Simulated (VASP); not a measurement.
# RbBr (Pm-3m) in VASP: notebook

Runs on RbBr. Level: PBE. Tasks: single point.

Everything below comes from runs of VASP 6.6.1. Logs are shortened: lines on timing, memory, paths and dates and some standing lists are left out, and cuts for length are marked.

## (1) The cell of the first run

It takes space group Pm-3m (No. 221, cubic). The conventional cell has a = 3.796 Å, b = 3.796 Å, c = 3.796 Å, α = 90.00°, β = 90.00°, γ = 90.00°. Within 4.3 Å of Rb (site symmetry m-3m) lie 8 Br at 3.29 Å and 6 Rb at 3.80 Å. Within 4.3 Å of Br (site symmetry m-3m) lie 8 Rb at 3.29 Å and 6 Br at 3.80 Å.

## (2) Single point, PBE (strain -0.080 along x and y, -0.080 along z)

INCAR

```
ALGO = Normal ; EDIFF = 1E-6
ENCUT = 520 ; GGA = PE
ISIF = 2 ; ISMEAR = 0
LASPH = T ; LCHARG = F
LREAL = F ; LWAVE = F
NBANDS = 15 ; NELM = 60
PREC = Accurate ; SIGMA = 0.05
```

KPOINTS

```
k-points
0
Gamma
  6 6 6
```

POSCAR

```
RbBr
1.0
    3.7959911160      0.0000000000      0.0000000000
    0.0000000000      3.7959911160      0.0000000000
    0.0000000000      0.0000000000      3.7959911160
Rb Br
1 1
Direct
    0.0000000000      0.0000000000      0.0000000000
    0.5000000000      0.5000000000      0.5000000000
```

Potentials or basis: VASP PAW PBE potentials, release 64 (Rb_sv, Br).

Launch:

```
> cat potpaw_PBE.64/Rb_sv/POTCAR potpaw_PBE.64/Br/POTCAR > POTCAR
> mpirun -np 1 vasp_std > vasp.out
```

OUTCAR:

```text
EDIFF = 1E-6
   ENCUT = 520
   GGA = PE
   ISIF = 2
   ISMEAR = 0
   LASPH = T
   LREAL = F
   NELM = 60
   PREC = Accurate

 ion  position               nearest neighbor table
   1  0.000  0.000  0.000-   2 3.29   2 3.29   2 3.29   2 3.29   2 3.29   2 3.29   2 3.29   2 3.29

   2  0.500  0.500  0.500-   1 3.29   1 3.29   1 3.29   1 3.29   1 3.29   1 3.29   1 3.29   1 3.29

  LATTYP: Found a simple cubic cell.
 ALAT       =     3.7959911160

  Lattice vectors:

 A1 = (   3.7959911160,   0.0000000000,   0.0000000000)
 A2 = (   0.0000000000,   3.7959911160,   0.0000000000)
 A3 = (   0.0000000000,   0.0000000000,   3.7959911160)

Analysis of symmetry for initial positions (statically):
=====================================================================
 Subroutine PRICEL returns:
 Original cell was already a primitive cell.

 Routine SETGRP: Setting up the symmetry group for a
 simple cubic supercell.

 Subroutine GETGRP returns: Found 48 space group operations
 (whereof 48 operations were pure point group operations)
 out of a pool of 48 trial point group operations.

The static configuration has the point symmetry O_h .

Analysis of symmetry for dynamics (positions and initial velocities):
=====================================================================
 Subroutine PRICEL returns:
 Original cell was already a primitive cell.

 Routine SETGRP: Setting up the symmetry group for a
 simple cubic supercell.

 Subroutine GETGRP returns: Found 48 space group operations
 (whereof 48 operations were pure point group operations)
 out of a pool of 48 trial point group operations.

The dynamic configuration has the point symmetry O_h .

 Subroutine INISYM returns: Found 48 space group operations
 (whereof 48 operations are pure point group operations),
 and found     1 'primitive' translations

----------------------------------------------------------------------------------------

                                     Primitive cell

  volume of cell :      54.6985

  direct lattice vectors                    reciprocal lattice vectors
     3.795991116  0.000000000  0.000000000     0.263435811  0.000000000  0.000000000
     0.000000000  3.795991116  0.000000000     0.000000000  0.263435811  0.000000000
     0.000000000  0.000000000  3.795991116     0.000000000  0.000000000  0.263435811

  length of vectors
     3.795991116  3.795991116  3.795991116     0.263435811  0.263435811  0.263435811

  position of ions in fractional coordinates (direct lattice)
     0.000000000  0.000000000  0.000000000
     0.500000000  0.500000000  0.500000000

  ion indices of the primitive-cell ions
   primitive index   ion index
                 1           1
                 2           2

----------------------------------------------------------------------------------------

 KPOINTS: k-points

Automatic generation of k-mesh.
 Grid dimensions read from file:
 generate k-points for:    6    6    6

 Generating k-lattice:

  Cartesian coordinates                     Fractional coordinates (reciprocal lattice)
     0.043905969  0.000000000  0.000000000     0.166666667  0.000000000  0.000000000
     0.000000000  0.043905969  0.000000000     0.000000000  0.166666667  0.000000000
     0.000000000  0.000000000  0.043905969     0.000000000  0.000000000  0.166666667

  Length of vectors
     0.043905969  0.043905969  0.043905969

  Shift w.r.t. Gamma in fractional coordinates (k-lattice)
     0.000000000  0.000000000  0.000000000

 Subroutine IBZKPT returns following result:
 ===========================================

 Found     20 irreducible k-points:

 Following reciprocal coordinates:
            Coordinates               Weight
  0.000000  0.000000  0.000000      1.000000
  0.166667  0.000000  0.000000      6.000000
  0.333333  0.000000  0.000000      6.000000
  0.500000  0.000000  0.000000      3.000000
  0.166667  0.166667  0.000000     12.000000
  0.333333  0.166667  0.000000     24.000000
[... 12 lines left out ...]
  0.500000  0.500000  0.333333      6.000000
  0.500000  0.500000  0.500000      1.000000
   k-points           NKPTS =     20   k-points in BZ     NKDIM =     20   number of bands    NBANDS=     15
   number of dos      NEDOS =    301   number of ions     NIONS =      2
   total plane-waves  NPLWV =  21952
   dimension x,y,z NGX =    28 NGY =   28 NGZ =   28
   dimension x,y,z NGXF=    56 NGYF=   56 NGZF=   56
   ions per type =               1   1
   NGX,Y,Z   is equivalent  to a cutoff of  12.26, 12.26, 12.26 a.u.
   NGXF,Y,Z  is equivalent  to a cutoff of  24.53, 24.53, 24.53 a.u.
 SYSTEM =  unknown system
   PREC   = accura    normal or accurate (medium, high low for compatibility)
   ISTART =      0    job   : 0-new  1-cont  2-samecut
   ICHARG =      2    charge: 1-file 2-atom 10-const
   ISPIN  =      1    spin polarized calculation?
   LNONCOLLINEAR =      F non collinear calculations
   LSORBIT =      F    spin-orbit coupling
   LASPH  =      T    aspherical Exc in radial PAW
   ENCUT  =  520.0 eV  38.22 Ry    6.18 a.u.   7.06  7.06  7.06*2*pi/ulx,y,z
   NELM   =     60;   NELMIN=  2; NELMDL= -5     # of ELM steps
   EDIFF  = 0.1E-05   stopping-criterion for ELM
   LREAL  =      F    real-space projection
   EDIFFG = 0.1E-04   stopping-criterion for IOM
   NSW    =      0    number of steps for IOM
   IBRION =     -1    ionic relax: 0-MD 1-quasi-New 2-CG
   NFREE  =      0    steps in history (QN), initial steepest desc. (CG)
   ISIF   =      2    stress and relaxation
   ISYM   =      2    0-nonsym 1-usesym 2-fastsym
   POTIM  = 0.5000    time-step for ionic-motion
   TEBEG  =    0.0;   TEEND  =   0.0 temperature during run
   PSTRESS=    0.0 pullay stress
   NELECT =      16.0000    total number of electrons
   NUPDOWN=      -1.0000    fix difference up-down
   EMIN   =  10.00;   EMAX   =-10.00  energy-range for DOS
   EFERMI =   0.00;   METHOD = LEGACY
   ISMEAR =     0;   SIGMA  =   0.05  broadening in eV -4-tet -1-fermi 0-gaus
   EFERMI_NEDOS =   21; number of points for ismear=-14 and -15
   IALGO  =     38    algorithm
   IMIX   =      4    mixing-type and parameters
     AMIX     =   0.40;   BMIX     =  1.00
     AMIX_MAG =   1.60;   BMIX_MAG =  1.00
  volume/ion in A,a.u.               =      27.35       184.56
  Fermi-wavevector in a.u.,A,eV,Ry     =   1.086733  2.053628 16.068334  1.180989
  Thomas-Fermi vector in A             =   2.222877
   LORBIT       =      0    0 simple, 1 ext, 2 COOP (PROOUT), +10 PAW based schemes
   GGA     = PE    functional components
   LHFCALC =     F    Hartree Fock is set to
   AEXX    =    0.0000 exact exchange contribution
   IVDW    =     0    specifies the selected vdW correction
   LEPSILON=     F    determine dielectric tensor
   LRPA    =     F    only Hartree local field effects (RPA)
 non-spin polarized calculation
 Gauss-broadening in eV      SIGMA  =   0.05
  energy-cutoff  :      520.00
  volume of cell :       54.70
 maximum number of plane-waves:      1492
   NGX = 15   NGY = 15   NGZ = 15

 number of electron      15.9999998 magnetization

 Free energy of the ion-electron system (eV)
  ---------------------------------------------------
  ext. energy  EPLUGINS =         0.00000000
  ---------------------------------------------------
  free energy    TOTEN  =        -5.60514457 eV

  energy without entropy =       -5.60514457  energy(sigma->0) =       -5.60514457

 E-fermi :   0.9957     XC(G=0):  -9.0472

 val. band max:        0.7629428777   @ k =   0.5000   0.5000   0.0000
 cond. band min:       5.8985562831   @ k =   0.0000   0.0000   0.0000
 fundamental gap:      5.1356134054
 Fermi energy:         0.9956842542

 k-point     1 :       0.0000    0.0000    0.0000
  band No.  band energies     occupation
      1     -24.1097      2.00000
      2     -12.3667      2.00000
      3      -8.0290      2.00000
      4      -8.0290      2.00000
      5      -8.0290      2.00000
      6       0.6328      2.00000
      7       0.6328      2.00000
      8       0.6328      2.00000
      9       5.8986      0.00000
     10       5.8986      0.00000
     11       5.9241      0.00000
     12      11.3258      0.00000
     13      11.3258      0.00000
     14      11.3258      0.00000
     15      14.4034      0.00000

 k-point     2 :       0.1667    0.0000    0.0000
  band No.  band energies     occupation
      1     -24.0944      2.00000
      2     -12.3857      2.00000
      3      -8.0747      2.00000
      4      -7.9990      2.00000
      5      -7.9990      2.00000
      6      -0.1223      2.00000
      7       0.5699      2.00000
      8       0.5699      2.00000
      9       6.1552      0.00000
     10       6.5632      0.00000
     11       6.9931      0.00000
     12      11.1994      0.00000
     13      11.1994      0.00000
     14      11.5288      0.00000
     15      12.7683      0.00000

 k-point     3 :       0.3333    0.0000    0.0000
  band No.  band energies     occupation
      1     -24.0633      2.00000
      2     -12.4326      2.00000
      3      -8.1301      2.00000
      4      -7.9376      2.00000
      5      -7.9376      2.00000
      6      -1.2407      2.00000
      7       0.4390      2.00000
      8       0.4390      2.00000
      9       6.8826      0.00000
     10       8.1258      0.00000
     11       8.9171      0.00000
     12      10.6087      0.00000
     13      11.2476      0.00000
     14      11.2476      0.00000
     15      12.0499      0.00000
[... 271 lines left out ...]
 k-point    19 :       0.5000    0.5000    0.3333
  band No.  band energies     occupation
      1     -23.9578      2.00000
      2     -11.8586      2.00000
      3      -8.5224      2.00000
      4      -8.5224      2.00000
      5      -8.3128      2.00000
      6      -1.1334      2.00000
      7      -1.1334      2.00000
      8      -0.9078      2.00000
      9       8.6227      0.00000
     10       9.4861      0.00000
     11       9.4861      0.00000
     12      10.3993      0.00000
     13      12.2234      0.00000
     14      12.2234      0.00000
     15      14.3008      0.00000

 k-point    20 :       0.5000    0.5000    0.5000
  band No.  band energies     occupation
      1     -23.9454      2.00000
      2     -11.7993      2.00000
      3      -8.4608      2.00000
      4      -8.4608      2.00000
      5      -8.4608      2.00000
      6      -1.3246      2.00000
      7      -1.3246      2.00000
      8      -1.3246      2.00000
      9       9.9651      0.00000
     10       9.9651      0.00000
     11       9.9651      0.00000
     12      11.4767      0.00000
     13      11.4767      0.00000
     14      11.4767      0.00000
     15      14.3661      0.00000

------------------------ aborting loop because EDIFF is reached ----------------------------------------

  FORCE on cell =-STRESS in cart. coord.  units (eV):
  Direction    XX          YY          ZZ          XY          YZ          ZX
  --------------------------------------------------------------------------------------
  -------------------------------------------------------------------------------------
  Total        3.0474624      3.0474624      3.0474624      0.0000000      0.0000000      0.0000000
  in kB       89.2633902     89.2633902     89.2633902      0.0000000      0.0000000      0.0000000
  external PRESSURE =      89.2633902 kB  Pullay stress =       0.0000000 kB

 VOLUME and BASIS-vectors are now :
 -----------------------------------------------------------------------------
  energy-cutoff  :      520.00
  volume of cell :       54.70
      direct lattice vectors                 reciprocal lattice vectors
     3.795991116  0.000000000  0.000000000     0.263435811  0.000000000  0.000000000
     0.000000000  3.795991116  0.000000000     0.000000000  0.263435811  0.000000000
     0.000000000  0.000000000  3.795991116     0.000000000  0.000000000  0.263435811

 POSITION                                       TOTAL-FORCE (eV/Angst)
 -----------------------------------------------------------------------------------
      0.00000      0.00000      0.00000         0.000000      0.000000      0.000000
      1.89800      1.89800      1.89800         0.000000      0.000000      0.000000
 -----------------------------------------------------------------------------------
    total drift:                                0.000000      0.000000      0.000000

  FREE ENERGIE OF THE ION-ELECTRON SYSTEM (eV)
  ---------------------------------------------------
  free  energy   TOTEN  =        -5.6051445654 eV

  energy  without entropy=       -5.6051445654  energy(sigma->0) =       -5.60514457
```

Wall time 10 s (1 thread of Intel Xeon Platinum 8375C at 2.90GHz (Ice Lake), shared host); peak memory 0.16 GiB.

What came out:

```yaml
Free_energy: -5.6051 eV
Pressure: 8.9 GPa
Band_gap_on_the_k_mesh: 5.14 eV, indirect (least direct gap 5.27 eV)
```

Levels at points of the mesh, in eV from the valence-band top:
| k point | band 6 | band 7 | band 8 | band 9 | band 10 | band 11 |
| --- | --- | --- | --- | --- | --- | --- |
| (0.00, 0.00, 0.00) | -0.13 | -0.13 | -0.13 | 5.14 | 5.14 | 5.16 |
| (0.50, 0.00, 0.00) | -2.47 | -0.39 | -0.39 | 6.82 | 8.44 | 8.64 |
| (0.50, 0.50, 0.00) | -1.31 | -1.31 | 0.00 | 5.33 | 6.41 | 8.05 |
| (0.50, 0.50, 0.50) | -2.09 | -2.09 | -2.09 | 9.20 | 9.20 | 9.20 |

Caveat: the cell differs from its parent crystal (strain -0.080 along x and y, -0.080 along z). A k mesh can miss the band edges.

## (3) Single point, PBE (strain -0.040 along x and y, -0.040 along z)

INCAR

```
PREC     = Accurate       # precision mode
ENCUT    = 520            # plane-wave cutoff, eV
EDIFF    = 1E-6           # SCF threshold, eV
ISMEAR   = 0              # smearing method
SIGMA    = 0.05           # smearing width, eV
LREAL    = F              # projectors in reciprocal space
LASPH    = T              # aspherical terms in the spheres
NELM     = 60             # most SCF steps
ALGO     = Normal         # electronic algorithm
ISIF     = 2              # what is computed and relaxed
LWAVE    = F              # write WAVECAR
LCHARG   = T              # write CHGCAR
GGA      = PE             # functional
LELF     = T              # ELF
LVHAR    = T            
NBANDS   = 15             # bands
```

KPOINTS

```
regular mesh
0
Gamma
  6 6 6
```

POSCAR

```
RbBr
1.0
    3.9610342080      0.0000000000      0.0000000000
    0.0000000000      3.9610342080      0.0000000000
    0.0000000000      0.0000000000      3.9610342080
Rb Br
1 1
Direct
    0.0000000000      0.0000000000      0.0000000000
    0.5000000000      0.5000000000      0.5000000000
```

Potentials or basis: VASP PAW PBE potentials, release 64 (Rb_sv, Br).

Launch:

```
> cat potpaw_PBE.64/Rb_sv/POTCAR potpaw_PBE.64/Br/POTCAR > POTCAR
> mpirun -np 1 vasp_std > vasp.out
```

It took 16 s on 1 thread of Intel Xeon Platinum 8375C at 2.90GHz (Ice Lake), shared host; peak memory 0.17 GiB.

It converged, with:

| Item | Value |
| --- | --- |
| Free energy | -5.8875 eV |
| Pressure | 3.8 GPa |
| Band gap on the k mesh | 4.55 eV, indirect (least direct gap 4.70 eV) |

Levels at points of the mesh, in eV from the valence-band top:
| k point | band 4 | band 5 | band 6 | band 7 | band 8 | band 9 | band 10 | band 11 | band 12 | band 13 |
| --- | --- | --- | --- | --- | --- | --- | --- | --- | --- | --- |
| (0.00, 0.00, 0.00) | -8.91 | -8.91 | -0.15 | -0.15 | -0.15 | 4.55 | 5.41 | 5.41 | 10.25 | 10.25 |
| (0.50, 0.00, 0.00) | -8.84 | -8.84 | -2.06 | -0.30 | -0.30 | 6.89 | 7.71 | 8.34 | 8.70 | 10.32 |
| (0.50, 0.50, 0.00) | -9.37 | -8.79 | -1.19 | -1.19 | 0.00 | 5.34 | 6.32 | 8.04 | 8.04 | 11.82 |
| (0.50, 0.50, 0.50) | -9.23 | -9.23 | -1.67 | -1.67 | -1.67 | 8.68 | 8.68 | 8.68 | 9.99 | 9.99 |

Caveat: the cell differs from its parent crystal (strain -0.040 along x and y, -0.040 along z). A k mesh can miss the band edges.

(Continued in part 2 of 2.)
